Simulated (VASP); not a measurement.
Wanted: the native input for a VASP 6.6.1 run.

* Task: single point
* Functional: LDA
* Potentials or basis: VASP PAW LDA potentials, release 64 (Ba_sv)
* Cutoff: 520 eV
* k mesh: 7 × 7 × 7
* Occupations: fermi-dirac, width 0.1 eV
* Spin: no spin polarisation
* Dipole correction: no
* Further INCAR settings: ALGO = Normal; EDIFF = 1e-07; NBANDS = 11

The structure of Ba lies in POSCAR:

```
Ba
1.0
    3.9177175400      0.0000000000      0.0000000000
    0.0000000000      3.9177175400      0.0000000000
    0.0000000000      0.0000000000      3.9177175400
Ba
1
Direct
    0.0000000000      0.0000000000      0.0000000000
```

The input as run:

INCAR

```
  PREC = Accurate
  ENCUT = 520
  EDIFF = 1E-7
  ISMEAR = -1
  SIGMA = 0.1
  LREAL = False
  LASPH = True
  NELM = 100
  ALGO = Normal
  ISIF = 2
  LWAVE = False
  LCHARG = True
  GGA = CA
  LELF = True
  LVHAR = True
  NBANDS = 11
```

KPOINTS

```
regular mesh
0
Gamma
  7 7 7
```

Potentials or basis: VASP PAW LDA potentials, release 64 (Ba_sv).

Run with:

```bash
$ cat potpaw_LDA.64/Ba_sv/POTCAR > POTCAR
$ mpirun -np 1 vasp_std > vasp.out
```

It gave:

```yaml
Pressure: -1.0 GPa
```

Run time: 9.5 s on 1 thread of AMD EPYC 7R13 Processor (Zen 3), on a shared host, peak memory 0.12 GiB.
